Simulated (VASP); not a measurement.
Here is a VASP 6.6.1 calculation.

Contents of POSCAR:

```
V
1.0
   -1.4760541839      1.4760541839      1.4760541839
    1.4760541839     -1.4760541839      1.4760541839
    1.4760541839      1.4760541839     -1.4760541839
V
1
Direct
    0.0000000000      0.0000000000      0.0000000000
```

Contents of INCAR.step1:

```
SYSTEM = V
  PREC = Accurate
  ENCUT = 520
  ISMEAR = 0
  SIGMA = 0.1
  LREAL = .False.
  LASPH = .True.
  NELM = 60
  NBANDS = 12
  GGA = PE
  ALGO = Normal
  EDIFF = 1E-4
  LWAVE = .True.
  LCHARG = .False.
```

Contents of INCAR.step2:

```
SYSTEM = V
  PREC = Accurate
  ENCUT = 520
  EDIFF = 1E-6
  ISMEAR = 0
  SIGMA = 0.1
  LREAL = .False.
  LASPH = .True.
  NELM = 60
  ALGO = Normal
  ISIF = 2
  LWAVE = .False.
  LCHARG = .False.
  METAGGA = R2SCAN
  LMIXTAU = .True.
  NBANDS = 12
  ISTART = 1
```

Contents of KPOINTS:

```
regular mesh
0
Gamma
  20 20 20
  0 0 0
```

Potentials or basis: VASP PAW PBE potentials, release 64 (V_sv).

Command:

```bash
$ cat potpaw_PBE.64/V_sv/POTCAR > POTCAR
$ cp INCAR.step1 INCAR
$ mpirun -np 1 vasp_std > vasp.out
$ cp INCAR.step2 INCAR
$ mpirun -np 1 vasp_std > vasp.out
```

Task: Estimate the pressure.

Result: 7.1 GPa.

Caveat: the PAW data sets were made with another functional, which shifts forces and pressure a little.
